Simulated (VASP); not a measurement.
# Sb (P-1) in VASP: relaxation of the atoms with PBE

Aim: the relaxation of the atoms of Sb with PBE.

Program: VASP 6.6.1. These are calculated values, not measurements. Logs are shortened: lines on timing, memory, paths and dates and some standing lists are left out, and cuts for length are marked.

## Step 1: The cell of the first run

The typed cell holds 2 atoms: a = 3.353 Å, b = 3.353 Å, c = 5.808 Å, α = 73.22°, β = 73.22°, γ = 60.00°.

## Step 2: Relaxation of the atoms, PBE

INCAR reads:

```
SYSTEM = Sb
PREC = Accurate
ENCUT = 520
EDIFF = 1E-7
ISMEAR = -1
SIGMA = 0.05
LREAL = .False.
LASPH = .True.
NELM = 100
ALGO = Normal
ISIF = 2
LWAVE = .False.
LCHARG = .False.
GGA = PE
IBRION = 2
NSW = 60
EDIFFG = -0.01
LUSENCCL = .False.
```

KPOINTS reads:

```
regular mesh
0
Gamma
  9 9 5
  0 0 0
```

POSCAR reads:

```
Sb
1.0
    0.0000000000     -2.3712425200     -2.3712425200
   -2.3712425200      0.0000000000     -2.3712425200
    2.3712425200      2.3712425200     -4.7424850400
Sb
2
Direct
    0.4898204400      0.4577360300      0.5601456900
    0.0101795600      0.0422639700      0.9398543100
```

Potentials or basis: VASP PAW PBE potentials, release 64 (Sb).

On the command line:

```sh
$ cat potpaw_PBE.64/Sb/POTCAR > POTCAR
$ mpirun -np 1 vasp_std > vasp.out
```

OUTCAR:

```text
SYSTEM = Sb
   PREC = Accurate
   ENCUT = 520
   EDIFF = 1E-7
   ISMEAR = -1
   LREAL = .False.
   LASPH = .True.
   NELM = 100
   ISIF = 2
   GGA = PE
   IBRION = 2
   NSW = 60
   EDIFFG = -0.01

 ion  position               nearest neighbor table
   1  0.490  0.458  0.560-   2 2.79   2 2.80   2 2.93
   2  0.010  0.042  0.940-   1 2.79   1 2.80   1 2.93

  LATTYP: Found a trigonal (rhomboedric) cell.
 ALAT       =     5.8083342304
 COS(alpha) =     0.8333333333

  Lattice vectors:

 A1 = (   2.3712425200,   4.7424850400,  -2.3712425200)
 A2 = (   4.7424850400,   2.3712425200,  -2.3712425200)
 A3 = (   2.3712425200,   2.3712425200,  -4.7424850400)

Analysis of symmetry for initial positions (statically):
=====================================================================
 Subroutine PRICEL returns:
 Original cell was already a primitive cell.

 Routine SETGRP: Setting up the symmetry group for a
 trigonal (rhombohedral) supercell.

 Subroutine GETGRP returns: Found  2 space group operations
 (whereof  1 operations were pure point group operations)
 out of a pool of 12 trial point group operations.

The static configuration has the point symmetry C_1 .
 The point group associated with its full space group is S_2 .

Analysis of symmetry for dynamics (positions and initial velocities):
=====================================================================
 Subroutine PRICEL returns:
 Original cell was already a primitive cell.

 Routine SETGRP: Setting up the symmetry group for a
 trigonal (rhombohedral) supercell.

 Subroutine GETGRP returns: Found  2 space group operations
 (whereof  1 operations were pure point group operations)
 out of a pool of 12 trial point group operations.

The dynamic configuration has the point symmetry C_1 .
 The point group associated with its full space group is S_2 .

 Subroutine INISYM returns: Found  2 space group operations
 (whereof  1 operations are pure point group operations),
 and found     1 'primitive' translations

----------------------------------------------------------------------------------------

                                     Primitive cell

  volume of cell :      53.3320

  direct lattice vectors                    reciprocal lattice vectors
     0.000000000 -2.371242520 -2.371242520     0.105429958 -0.316289875 -0.105429958
    -2.371242520  0.000000000 -2.371242520    -0.316289875  0.105429958 -0.105429958
     2.371242520  2.371242520 -4.742485040     0.105429958  0.105429958 -0.105429958

  length of vectors
     3.353443331  3.353443331  5.808334230     0.349671613  0.349671613  0.182610044

  position of ions in fractional coordinates (direct lattice)
     0.489820440  0.457736030  0.560145690
     0.010179560  0.042263970  0.939854310

  ion indices of the primitive-cell ions
   primitive index   ion index
                 1           1
                 2           2

----------------------------------------------------------------------------------------

 KPOINTS: regular mesh

Automatic generation of k-mesh.
 Grid dimensions read from file:
 generate k-points for:    9    9    5

 Generating k-lattice:

  Cartesian coordinates                     Fractional coordinates (reciprocal lattice)
     0.011714440 -0.035143319 -0.011714440     0.111111111  0.000000000 -0.000000000
    -0.035143319  0.011714440 -0.011714440     0.000000000  0.111111111 -0.000000000
     0.021085992  0.021085992 -0.021085992     0.000000000  0.000000000  0.200000000

  Length of vectors
     0.038852401  0.038852401  0.036522009

  Shift w.r.t. Gamma in fractional coordinates (k-lattice)
     0.000000000  0.000000000  0.000000000

 -----------------------------------------------------------------------------
|                                                                             |
|           W    W    AA    RRRRR   N    N  II  N    N   GGGG   !!!           |
|           W    W   A  A   R    R  NN   N  II  NN   N  G    G  !!!           |
|           W    W  A    A  R    R  N N  N  II  N N  N  G       !!!           |
|           W WW W  AAAAAA  RRRRR   N  N N  II  N  N N  G  GGG   !            |
|           WW  WW  A    A  R   R   N   NN  II  N   NN  G    G                |
|           W    W  A    A  R    R  N    N  II  N    N   GGGG   !!!           |
[... 10 lines left out ...]

 WARNING: IBZKPT: internal override: KBLOWUP is changed to .FALSE.
      ... skipping the blow-up phase ...

 Subroutine IBZKPT returns following result:
 ===========================================

 Found    203 irreducible k-points:

 Following reciprocal coordinates:
            Coordinates               Weight
  0.000000  0.000000  0.000000      1.000000
  0.111111  0.000000  0.000000      2.000000
  0.222222  0.000000  0.000000      2.000000
  0.333333  0.000000  0.000000      2.000000
  0.444444  0.000000  0.000000      2.000000
  0.000000  0.111111  0.000000      2.000000
[... 16 lines left out ...]
 -0.111111  0.222222  0.000000      2.000000
  0.000000  0.333333  0.000000      2.000000
 [... further k-points ...]
   k-points           NKPTS =    203   k-points in BZ     NKDIM =    203   number of bands    NBANDS=      9
   number of dos      NEDOS =    301   number of ions     NIONS =      2
   total plane-waves  NPLWV =  37632
   dimension x,y,z NGX =    28 NGY =   28 NGZ =   48
   dimension x,y,z NGXF=    56 NGYF=   56 NGZF=   96
   ions per type =               2
   NGX,Y,Z   is equivalent  to a cutoff of  13.88, 13.88, 13.74 a.u.
   NGXF,Y,Z  is equivalent  to a cutoff of  27.76, 27.76, 27.48 a.u.
 SYSTEM =  Sb
   PREC   = accura    normal or accurate (medium, high low for compatibility)
   ISTART =      0    job   : 0-new  1-cont  2-samecut
   ICHARG =      2    charge: 1-file 2-atom 10-const
   ISPIN  =      1    spin polarized calculation?
   LNONCOLLINEAR =      F non collinear calculations
   LSORBIT =      F    spin-orbit coupling
   LASPH  =      T    aspherical Exc in radial PAW
   ENCUT  =  520.0 eV  38.22 Ry    6.18 a.u.   6.24  6.24 10.80*2*pi/ulx,y,z
   NELM   =    100;   NELMIN=  2; NELMDL= -5     # of ELM steps
   EDIFF  = 0.1E-06   stopping-criterion for ELM
   LREAL  =      F    real-space projection
   EDIFFG = -.1E-01   stopping-criterion for IOM
   NSW    =     60    number of steps for IOM
   IBRION =      2    ionic relax: 0-MD 1-quasi-New 2-CG
   NFREE  =      1    steps in history (QN), initial steepest desc. (CG)
   ISIF   =      2    stress and relaxation
   ISYM   =      2    0-nonsym 1-usesym 2-fastsym
   POTIM  = 0.5000    time-step for ionic-motion
   TEBEG  =    0.0;   TEEND  =   0.0 temperature during run
   PSTRESS=    0.0 pullay stress
   NELECT =      10.0000    total number of electrons
   NUPDOWN=      -1.0000    fix difference up-down
   EMIN   =  10.00;   EMAX   =-10.00  energy-range for DOS
   EFERMI =   0.00;   METHOD = LEGACY
   ISMEAR =    -1;   SIGMA  =   0.05  broadening in eV -4-tet -1-fermi 0-gaus
   EFERMI_NEDOS =   21; number of points for ismear=-14 and -15
   IALGO  =     38    algorithm
   IMIX   =      4    mixing-type and parameters
     AMIX     =   0.40;   BMIX     =  1.00
     AMIX_MAG =   1.60;   BMIX_MAG =  1.00
  volume/ion in A,a.u.               =      26.67       179.95
  Fermi-wavevector in a.u.,A,eV,Ry     =   0.937013  1.770697 11.945820  0.877993
  Thomas-Fermi vector in A             =   2.064081
   LORBIT       =      0    0 simple, 1 ext, 2 COOP (PROOUT), +10 PAW based schemes
   GGA     = PE    functional components
   LHFCALC =     F    Hartree Fock is set to
   AEXX    =    0.0000 exact exchange contribution
   IVDW    =     0    specifies the selected vdW correction
   LEPSILON=     F    determine dielectric tensor
   LRPA    =     F    only Hartree local field effects (RPA)
 conjugate gradient relaxation of ions
 non-spin polarized calculation
  energy-cutoff  :      520.00
  volume of cell :       53.33
 maximum number of plane-waves:      1460
 NGX is ok and might be reduce to    28
   NGX = 13   NGY = 13   NGZ = 21

--------------------------------------- Ionic step        1  -------------------------------------------

 number of electron      10.0000000 magnetization

 Free energy of the ion-electron system (eV)
  ---------------------------------------------------
  ext. energy  EPLUGINS =         0.00000000
  ---------------------------------------------------
  free energy    TOTEN  =        -7.26560973 eV

  energy without entropy =       -7.25551482  energy(sigma->0) =       -7.26056228

------------------------ aborting loop because EDIFF is reached ----------------------------------------

  FORCE on cell =-STRESS in cart. coord.  units (eV):
  Direction    XX          YY          ZZ          XY          YZ          ZX
  --------------------------------------------------------------------------------------
  -------------------------------------------------------------------------------------
  Total        4.4932494      4.3169073      4.3548107      0.2894909      0.6670284     -0.2160325
  in kB      134.9842788    129.6866866    130.8253649      8.6967631     20.0385835     -6.4899575
  external PRESSURE =     131.8321101 kB  Pullay stress =       0.0000000 kB
[... 131 lines left out ...]
--------------------------------------- Ionic step        5  -------------------------------------------

 number of electron      10.0000000 magnetization

 Free energy of the ion-electron system (eV)
  ---------------------------------------------------
  ext. energy  EPLUGINS =         0.00000000
  ---------------------------------------------------
  free energy    TOTEN  =        -7.64824723 eV

  energy without entropy =       -7.64185182  energy(sigma->0) =       -7.64504953

 E-fermi :   8.6390     XC(G=0): -10.2652

 val. band max:        8.6248962748   @ k =  -0.3333  -0.4444   0.4000
 cond. band min:       8.6778165649   @ k =  -0.1111  -0.3333   0.4000
 fundamental gap:      0.0529202901
 Fermi energy:         8.6389549440

 k-point     1 :       0.0000    0.0000    0.0000
  band No.  band energies     occupation
      1      -4.4187      2.00000
      2      -0.5158      2.00000
      3       2.8156      2.00000
      4      12.2444      0.00000
      5      12.3044      0.00000
      6      13.9871      0.00000
      7      14.0623      0.00000
      8      14.1209      0.00000
      9      16.7976      0.00000
[... 265 lines left out ...]
 k-point    24 :       0.0000    0.3333    0.0000
  band No.  band energies     occupation
      1      -2.4238      2.00000
      2       0.6610      2.00000
      3       5.1139      2.00000
      4       5.2509      2.00000
      5       7.4074      2.00000
      6      10.2700      0.00000
      7      11.0741      0.00000
      8      11.2714      0.00000
      9      14.1646      0.00000

 [... further k-points ...]

------------------------ aborting loop because EDIFF is reached ----------------------------------------

  FORCE on cell =-STRESS in cart. coord.  units (eV):
  Direction    XX          YY          ZZ          XY          YZ          ZX
  --------------------------------------------------------------------------------------
  -------------------------------------------------------------------------------------
  Total        0.6175797      0.6205813      1.0029348     -0.1502047     -0.0131920     -0.0843943
  in kB       18.5530669     18.6432380     30.1297404     -4.5123868     -0.3963070     -2.5353389
  external PRESSURE =      22.4420151 kB  Pullay stress =       0.0000000 kB
[... 17 lines left out ...]
  FREE ENERGIE OF THE ION-ELECTRON SYSTEM (eV)
  ---------------------------------------------------
  free  energy   TOTEN  =        -7.6482472322 eV

  energy  without entropy=       -7.6418518180  energy(sigma->0) =       -7.64504953

 reached required accuracy - stopping structural energy minimisation
```

Run time: 3.1 min. Hardware: 1 × NVIDIA H100 80GB with 1 thread of Intel Xeon Platinum 8481C at 2.70GHz (Sapphire Rapids), shared host; peak memory 1.2 GiB.

Results:

```
Free energy                  : -7.6482 eV
Energy gained by relaxing    : 191.3 meV/atom
Ionic steps                  : 5
Pressure after relaxing      : 2.2 GPa
Largest force after relaxing : 0.007 eV/Å
Band gap on the k mesh       : zero (bands 5 and 6 overlap by 6.03 eV)
```

Forces on the atoms (eV/Å):
```
Sb   0.005 -0.001  0.006
Sb  -0.005  0.001 -0.006
```

Stress tensor (GPa, compression positive):
```
 1.86 -0.45 -0.25
-0.45  1.86 -0.04
-0.25 -0.04  3.01
```

Step by step:
| step | energy change (eV) | largest force (eV/Å) | pressure (GPa) |
| --- | --- | --- | --- |
| 1 | 0.0000 | 2.0105 | 13.18 |
| 2 | -0.2772 | 0.9069 | 7.03 |
| 3 | -0.3807 | 0.0824 | 2.64 |
| 4 | -0.3822 | 0.0397 | 2.42 |
| 5 | -0.3826 | 0.0074 | 2.24 |

Final structure:
```
Sb
1.0
     0.00000   -2.37124   -2.37124
    -2.37124    0.00000   -2.37124
     2.37124    2.37124   -4.74249
Sb
2
Direct
  0.49966 0.48395 0.51511
  0.00034 0.01605 0.98489
```

Caveat: spin-orbit coupling is left out, which moves the levels of the heavy elements.
